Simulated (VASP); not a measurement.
Set up this calculation in VASP 6.6.1, as the native input.

```
Task                   : single point
Functional             : LDA
Potentials or basis    : VASP PAW LDA potentials, release 64 (Hf_pv, N)
Cutoff                 : 520 eV
k mesh                 : 16 × 16 × 16
Occupations            : gaussian, width 0.15 eV
Spin                   : no spin polarisation
Dipole correction      : no
Further INCAR settings : ALGO = Normal; EDIFF = 1e-06; NBANDS = 14
```

The structure of HfN lies in POSCAR:

```
HfN
1.0
    0.0000000000      2.3320809000      2.5161925500
    2.3320809000      0.0000000000      2.5161925500
    2.3320809000      2.3320809000      0.0000000000
Hf N
1 1
Direct
    0.0000000000      0.0000000000      0.0000000000
    0.7500000000      0.7500000000      0.7500000000
```

This cell differs from its parent crystal: strain -0.050 along x and y, +0.025 along z.

One way to write it, as run:

INCAR

```
PREC = Accurate
ENCUT = 520
EDIFF = 1E-6
ISMEAR = 0
SIGMA = 0.15
LREAL = F
LASPH = T
NELM = 60
ALGO = Normal
ISIF = 2
LWAVE = F
LCHARG = T
LELF = T
LVHAR = T
NBANDS = 14
```

KPOINTS

```
regular mesh
0
Gamma
  16 16 16
```

Potentials or basis: VASP PAW LDA potentials, release 64 (Hf_pv, N).

Launch:

```bash
$ cat potpaw_LDA.64/Hf_pv/POTCAR potpaw_LDA.64/N/POTCAR > POTCAR
$ mpirun -np 1 vasp_std > vasp.out
```

It gave:

| Property | Result |
| --- | --- |
| Pressure | 6.0 GPa |
| Band gap on the k mesh | zero (an odd number of electrons rules out a gap without spin polarisation) |

Caveat: the cell differs from its parent crystal (strain -0.050 along x and y, +0.025 along z); the stress differs along the axes, from -3 to 10 GPa; spin-orbit coupling is left out, which moves the levels of the heavy elements.

Run time: 4.6 min on 1 thread of Intel Xeon 8259CL, with other jobs on the host, peak memory 0.26 GiB.
